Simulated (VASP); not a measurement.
# F (C2/c) in VASP: relaxation of cell and atoms with revPBE

Aim: the relaxation of cell and atoms of F with revPBE.

Everything below comes from runs of VASP 6.6.1. Logs are shortened: lines on timing, memory, paths and dates and some standing lists are left out, and cuts for length are marked.

## (1) The cell of the first run

The structure is monoclinic, space group C2/c (No. 15). Conventional cell: a = 5.500 Å, b = 3.280 Å, c = 7.280 Å, α = 90.00°, β = 102.17°, γ = 90.00°. F (site symmetry 1) has 1 F at 1.49 Å within 2.0 Å.

## (2) Relaxation of cell and atoms, revPBE

INCAR

```
PREC = Accurate
ENCUT = 600
EDIFF = 1E-6
ISMEAR = -1
SIGMA = 0.05
LREAL = F
LASPH = T
NELM = 60
ALGO = Normal
ISIF = 3
LWAVE = F
LCHARG = F
GGA = RE
IBRION = 2
NSW = 80
EDIFFG = -0.01
```

KPOINTS

```
Automatic mesh
0
Gamma
  6 6 3
```

POSCAR

```
F
1.0
    2.7500000000     -1.6400000000      0.0000000000
    2.7500000000      1.6400000000      0.0000000000
   -1.5347200000      0.0000000000      7.1163900000
F
4
Direct
    0.9680000000      0.6020000000      0.0997000000
    0.3980000000      0.0320000000      0.4003000000
    0.0320000000      0.3980000000      0.9003000000
    0.6020000000      0.9680000000      0.5997000000
```

Potentials or basis: VASP PAW PBE potentials, release 64 (F).

Launch:

```console
$ cat potpaw_PBE.64/F/POTCAR > POTCAR
$ mpirun -np 1 vasp_std > vasp.out
```

OUTCAR:

```text
PREC = Accurate
   ENCUT = 600
   EDIFF = 1E-6
   ISMEAR = -1
   LREAL = F
   LASPH = T
   NELM = 60
   ISIF = 3
   GGA = RE
   IBRION = 2
   NSW = 80
   EDIFFG = -0.01

 ion  position               nearest neighbor table
   1  0.968  0.602  0.100-   3 1.49
   2  0.398  0.032  0.400-   4 1.49
   3  0.032  0.398  0.900-   1 1.49
   4  0.602  0.968  0.600-   2 1.49

  LATTYP: Found a base centered monoclinic cell.
 ALAT       =     5.5000000000
 B/A-ratio  =     0.5963636364
 C/A-ratio  =     1.3236360154
 COS(beta)  =    -0.2108132423

  Lattice vectors:

 A1 = (   2.7500000000,  -1.6400000000,   0.0000000000)
 A2 = (   2.7500000000,   1.6400000000,   0.0000000000)
 A3 = (  -1.5347200000,   0.0000000000,   7.1163900000)

Analysis of symmetry for initial positions (statically):
=====================================================================
 Subroutine PRICEL returns:
 Original cell was already a primitive cell.

 Routine SETGRP: Setting up the symmetry group for a
 base centered monoclinic supercell.

 Subroutine GETGRP returns: Found  4 space group operations
 (whereof  2 operations were pure point group operations)
 out of a pool of  4 trial point group operations.

The static configuration has the point symmetry S_2 .
 The point group associated with its full space group is C_2h.

Analysis of symmetry for dynamics (positions and initial velocities):
=====================================================================
 Subroutine PRICEL returns:
 Original cell was already a primitive cell.

 Routine SETGRP: Setting up the symmetry group for a
 base centered monoclinic supercell.

 Subroutine GETGRP returns: Found  4 space group operations
 (whereof  2 operations were pure point group operations)
 out of a pool of  4 trial point group operations.

The dynamic configuration has the point symmetry S_2 .
 The point group associated with its full space group is C_2h.

 Subroutine INISYM returns: Found  4 space group operations
 (whereof  2 operations are pure point group operations),
 and found     1 'primitive' translations

----------------------------------------------------------------------------------------

                                     Primitive cell

  volume of cell :      64.1898

  direct lattice vectors                    reciprocal lattice vectors
     2.750000000 -1.640000000  0.000000000     0.181818182 -0.304878049  0.039210892
     2.750000000  1.640000000  0.000000000     0.181818182  0.304878049  0.039210892
    -1.534720000  0.000000000  7.116390000     0.000000000  0.000000000  0.140520685

  length of vectors
     3.201890067  3.201890067  7.279998085     0.357135786  0.357135786  0.140520685

  position of ions in fractional coordinates (direct lattice)
     0.968000000  0.602000000  0.099700000
     0.398000000  0.032000000  0.400300000
     0.032000000  0.398000000  0.900300000
     0.602000000  0.968000000  0.599700000

  ion indices of the primitive-cell ions
   primitive index   ion index
                 1           1
                 2           2
                 3           3
                 4           4

----------------------------------------------------------------------------------------

 KPOINTS: Automatic mesh

Automatic generation of k-mesh.
 Grid dimensions read from file:
 generate k-points for:    6    6    3

 Generating k-lattice:

  Cartesian coordinates                     Fractional coordinates (reciprocal lattice)
     0.030303030 -0.050813008  0.006535149     0.166666667  0.000000000  0.000000000
     0.030303030  0.050813008  0.006535149     0.000000000  0.166666667  0.000000000
     0.000000000  0.000000000  0.046840228     0.000000000  0.000000000  0.333333333

  Length of vectors
     0.059522631  0.059522631  0.046840228

  Shift w.r.t. Gamma in fractional coordinates (k-lattice)
     0.000000000  0.000000000  0.000000000

 Subroutine IBZKPT returns following result:
 ===========================================

 Found     34 irreducible k-points:

 Following reciprocal coordinates:
            Coordinates               Weight
  0.000000  0.000000  0.000000      1.000000
  0.166667  0.000000 -0.000000      4.000000
  0.333333 -0.000000  0.000000      4.000000
  0.500000  0.000000  0.000000      2.000000
  0.166667  0.166667 -0.000000      2.000000
  0.333333  0.166667  0.000000      4.000000
[... 16 lines left out ...]
 -0.333333  0.166667  0.333333      4.000000
 -0.166667  0.166667  0.333333      4.000000
 [... further k-points ...]
   k-points           NKPTS =     34   k-points in BZ     NKDIM =     34   number of bands    NBANDS=     18
   number of dos      NEDOS =    301   number of ions     NIONS =      4
   total plane-waves  NPLWV =  47040
   dimension x,y,z NGX =    28 NGY =   28 NGZ =   60
   dimension x,y,z NGXF=    56 NGYF=   56 NGZF=  120
   ions per type =               4
   NGX,Y,Z   is equivalent  to a cutoff of  14.54, 14.54, 13.70 a.u.
   NGXF,Y,Z  is equivalent  to a cutoff of  29.08, 29.08, 27.40 a.u.
 SYSTEM =  unknown system
   PREC   = accura    normal or accurate (medium, high low for compatibility)
   ISTART =      0    job   : 0-new  1-cont  2-samecut
   ICHARG =      2    charge: 1-file 2-atom 10-const
   ISPIN  =      1    spin polarized calculation?
   LNONCOLLINEAR =      F non collinear calculations
   LSORBIT =      F    spin-orbit coupling
   LASPH  =      T    aspherical Exc in radial PAW
   ENCUT  =  600.0 eV  44.10 Ry    6.64 a.u.   6.39  6.39 14.54*2*pi/ulx,y,z
   NELM   =     60;   NELMIN=  2; NELMDL= -5     # of ELM steps
   EDIFF  = 0.1E-05   stopping-criterion for ELM
   LREAL  =      F    real-space projection
   EDIFFG = -.1E-01   stopping-criterion for IOM
   NSW    =     80    number of steps for IOM
   IBRION =      2    ionic relax: 0-MD 1-quasi-New 2-CG
   NFREE  =      1    steps in history (QN), initial steepest desc. (CG)
   ISIF   =      3    stress and relaxation
   ISYM   =      2    0-nonsym 1-usesym 2-fastsym
   POTIM  = 0.5000    time-step for ionic-motion
   TEBEG  =    0.0;   TEEND  =   0.0 temperature during run
   PSTRESS=    0.0 pullay stress
   NELECT =      28.0000    total number of electrons
   NUPDOWN=      -1.0000    fix difference up-down
   EMIN   =  10.00;   EMAX   =-10.00  energy-range for DOS
   EFERMI =   0.00;   METHOD = LEGACY
   ISMEAR =    -1;   SIGMA  =   0.05  broadening in eV -4-tet -1-fermi 0-gaus
   EFERMI_NEDOS =   21; number of points for ismear=-14 and -15
   IALGO  =     38    algorithm
   IMIX   =      4    mixing-type and parameters
     AMIX     =   0.40;   BMIX     =  1.00
     AMIX_MAG =   1.60;   BMIX_MAG =  1.00
  volume/ion in A,a.u.               =      16.05       108.29
  Fermi-wavevector in a.u.,A,eV,Ry     =   1.241572  2.346232 20.973411  1.541502
  Thomas-Fermi vector in A             =   2.375964
   LORBIT       =      0    0 simple, 1 ext, 2 COOP (PROOUT), +10 PAW based schemes
   GGA     = RE    functional components
   LHFCALC =     F    Hartree Fock is set to
   AEXX    =    0.0000 exact exchange contribution
   IVDW    =     0    specifies the selected vdW correction
   LEPSILON=     F    determine dielectric tensor
   LRPA    =     F    only Hartree local field effects (RPA)
 conjugate gradient relaxation of ions
 non-spin polarized calculation
  energy-cutoff  :      600.00
  volume of cell :       64.19
 maximum number of plane-waves:      2166
 NGX is ok and might be reduce to    28
   NGX = 13   NGY = 13   NGZ = 29

--------------------------------------- Ionic step        1  -------------------------------------------

 number of electron      28.0000002 magnetization

 Free energy of the ion-electron system (eV)
  ---------------------------------------------------
  ext. energy  EPLUGINS =         0.00000000
  ---------------------------------------------------
  free energy    TOTEN  =        -6.58282997 eV

  energy without entropy =       -6.58282997  energy(sigma->0) =       -6.58282997

------------------------ aborting loop because EDIFF is reached ----------------------------------------

  FORCE on cell =-STRESS in cart. coord.  units (eV):
  Direction    XX          YY          ZZ          XY          YZ          ZX
  --------------------------------------------------------------------------------------
  -------------------------------------------------------------------------------------
  Total        0.7185523      0.2797440     -3.6721449      0.0000000      0.0000000     -0.2338863
  in kB       17.9350545      6.9824068    -91.6566782      0.0000000      0.0000000     -5.8377984
  external PRESSURE =     -22.2464056 kB  Pullay stress =       0.0000000 kB
[... 95 lines left out ...]
  FREE ENERGIE OF THE ION-ELECTRON SYSTEM (eV)
  ---------------------------------------------------
  free  energy   TOTEN  =        -6.6739465982 eV

  energy  without entropy=       -6.6739465981  energy(sigma->0) =       -6.67394660

[... ionic steps 4 to 24 ...]

--------------------------------------- Ionic step       25  -------------------------------------------

 number of electron      27.9999999 magnetization

------------------------ aborting loop because EDIFF is reached ----------------------------------------

  FORCE on cell =-STRESS in cart. coord.  units (eV):
  Direction    XX          YY          ZZ          XY          YZ          ZX
  --------------------------------------------------------------------------------------
  -------------------------------------------------------------------------------------
  Total        0.0473899      0.0228848      0.0434293      0.0000000      0.0000000      0.0038617
  in kB        0.9290408      0.4486378      0.8513970      0.0000000      0.0000000      0.0757056
  external PRESSURE =       0.7430252 kB  Pullay stress =       0.0000000 kB
[... 61 lines left out ...]
  energy  without entropy=       -6.7723672052  energy(sigma->0) =       -6.77236721

--------------------------------------- Ionic step       27  -------------------------------------------

 number of electron      27.9999995 magnetization

 Free energy of the ion-electron system (eV)
  ---------------------------------------------------
  ext. energy  EPLUGINS =         0.00000000
  ---------------------------------------------------
  free energy    TOTEN  =        -6.77247405 eV

  energy without entropy =       -6.77247405  energy(sigma->0) =       -6.77247405

 E-fermi :  -4.9176     XC(G=0):  -6.2563

 val. band max:       -6.1122924482   @ k =   0.0000   0.0000   0.0000
 cond. band min:      -3.2473048823   @ k =   0.0000   0.0000   0.0000
 fundamental gap:      2.8649875659
 Fermi energy:        -4.9175792749

 k-point     1 :       0.0000    0.0000    0.0000
  band No.  band energies     occupation
      1     -30.6680      2.00000
      2     -30.6313      2.00000
      3     -24.7467      2.00000
      4     -24.6269      2.00000
      5     -12.2663      2.00000
      6     -11.8749      2.00000
[... 10 lines left out ...]
     17       2.7563      0.00000
     18       4.9674      0.00000
[... 466 lines left out ...]
      2     -30.6210      2.00000
      3     -24.6943      2.00000
      4     -24.6563      2.00000
      5     -12.1246      2.00000
      6     -11.9960      2.00000
[... 10 lines left out ...]
     17       4.5464      0.00000
     18       5.3218      0.00000

 [... further k-points ...]
[... 5 lines left out ...]
  --------------------------------------------------------------------------------------
  -------------------------------------------------------------------------------------
  Total        0.0392434      0.0162213      0.0177814      0.0000000      0.0000000      0.0028174
  in kB        0.7669993      0.3170396      0.3475310      0.0000000      0.0000000      0.0550655
  external PRESSURE =       0.4771900 kB  Pullay stress =       0.0000000 kB
[... 19 lines left out ...]
  FREE ENERGIE OF THE ION-ELECTRON SYSTEM (eV)
  ---------------------------------------------------
  free  energy   TOTEN  =        -6.7724740490 eV

  energy  without entropy=       -6.7724740490  energy(sigma->0) =       -6.77247405

 reached required accuracy - stopping structural energy minimisation
```

It took 14 min on 1 thread of Oxide Virtual Turin-like, shared host; peak memory 0.18 GiB.

Results:

```
Free energy                            : -6.7725 eV
Relaxed volume                         : 20.49 Å³/atom
Relaxed cell                           : a = 3.490 Å, b = 3.490 Å, c = 7.817 Å, α = 100.54°, β = 100.54°, γ = 61.77°
Space group after relaxing (to 0.05 Å) : C2/c (No. 15)
Energy gained by relaxing              : 47.4 meV/atom
Ionic steps                            : 27
Pressure after relaxing                : 0.0 GPa
Largest force after relaxing           : 0.008 eV/Å
Band gap on the k mesh                 : 2.87 eV, direct
```

Forces on the atoms (eV/Å):
```
F   -0.005 -0.005 -0.003
F    0.005 -0.005  0.003
F    0.005  0.005  0.003
F   -0.005  0.005 -0.003
```

Step by step:
```csv
step,energy change (eV),largest force (eV/Å),pressure (GPa),volume (Å³)
1,0.0000,1.5832,-2.22,64.19
2,0.9442,8.0438,19.52,62.09
3,-0.0911,0.0907,1.57,63.60
4,-0.0911,0.0537,1.66,63.59
5,-0.1045,0.0361,1.53,64.85
6,-0.1382,0.0420,1.29,68.72
7,-0.1794,0.2196,0.90,76.90
8,-0.0899,0.7601,-0.83,95.15
9,-0.1810,0.4272,1.05,79.29
10,-0.1879,0.0165,0.07,80.76
11,-0.1880,0.0363,0.04,80.83
12,-0.1880,0.0460,0.02,80.87
13,-0.1880,0.0466,0.00,80.99
14,-0.1882,0.0485,-0.05,81.35
15,-0.1883,0.0523,-0.12,82.08
16,-0.1882,0.0731,0.10,82.15
17,-0.1884,0.0082,-0.03,82.11
18,-0.1884,0.0082,-0.02,82.10
19,-0.1887,0.0089,-0.02,82.06
20,-0.1890,0.0129,-0.01,81.99
21,-0.1894,0.0245,0.00,81.83
22,-0.1891,0.0517,0.02,81.51
23,-0.1895,0.0302,0.02,81.73
24,-0.1895,0.0419,0.15,81.72
25,-0.1895,0.0076,0.07,81.73
26,-0.1895,0.0067,0.09,81.79
27,-0.1896,0.0076,0.05,81.98
```

Final structure:
```cif
data_structure
_symmetry_space_group_name_H-M 'P 1'
_symmetry_Int_Tables_number 1
_cell_length_a 3.4903
_cell_length_b 3.4903
_cell_length_c 7.8170
_cell_angle_alpha 100.539
_cell_angle_beta 100.539
_cell_angle_gamma 61.771
_cell_volume 81.98
loop_
_atom_site_label
_atom_site_type_symbol
_atom_site_fract_x
_atom_site_fract_y
_atom_site_fract_z
_atom_site_occupancy
F1 F 0.96946 0.58555 0.08965 1
F2 F 0.41445 0.03054 0.41035 1
F3 F 0.03054 0.41445 0.91035 1
F4 F 0.58555 0.96946 0.58965 1
```

Levels at points of the mesh, in eV from the valence-band top:
```
           k point  band 12  band 13  band 14  band 15  band 16  band 17
(0.00, 0.00, 0.00)    -0.08    -0.06     0.00     2.87     3.54     8.87
(0.50, 0.00, 0.00)    -0.27    -0.09    -0.08     3.28     3.28    12.79
(0.50, 0.50, 0.00)    -0.22    -0.22    -0.06     3.18     3.40    12.94
```

Caveat: the volume moved by over 15 % at a fixed basis, so the end points are rough; the PAW data sets were made with another functional, which shifts forces and pressure a little; the volume moved by +28 % from the deposited cell, more than functionals usually miss. Zero-point motion and thermal expansion aren't in these numbers.
